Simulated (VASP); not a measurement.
Ag:

```
Ag
1.0
     4.09000    0.00000    0.00000
     0.00000    4.09000    0.00000
     0.00000    0.00000    4.09000
Ag
4
Direct
  0.00000 0.00000 0.00000
  0.00000 0.50000 0.50000
  0.50000 0.00000 0.50000
  0.50000 0.50000 0.00000
```

- Program: VASP 6.6.1
- Task: relaxation of cell and atoms
- Functional: LDA
- Potentials or basis: VASP PAW LDA potentials, release 64 (Ag)
- Cutoff: 600 eV
- k mesh: 6 × 6 × 6
- Occupations: methfessel-paxton, width 0.1 eV
- Spin: no spin polarisation

At the start: pressure -7.3 GPa; volume 17.10 Å³/atom.

Task: Where does the relaxation end?

Result: Over 3 steps the energy falls by 25.9 meV/atom and the volume is 16.05 Å³/atom (-6.2 %); space group Fm-3m (No. 225, to 0.05 Å).

Step by step:
| step | energy change (eV) | largest force (eV/Å) | pressure (GPa) | volume (Å³) |
| --- | --- | --- | --- | --- |
| 1 | 0.0000 | 0.0000 | -7.30 | 68.42 |
| 2 | -0.0273 | 0.0000 | 8.15 | 60.99 |
| 3 | -0.1036 | 0.0000 | -0.06 | 64.21 |

Final structure:
```
CELL_PARAMETERS angstrom
4.00434 0.00000 0.00000
0.00000 4.00434 0.00000
0.00000 0.00000 4.00434
ATOMIC_POSITIONS crystal
Ag 0.00000 0.00000 0.00000
Ag 0.00000 0.50000 0.50000
Ag 0.50000 0.00000 0.50000
Ag 0.50000 0.50000 0.00000
```
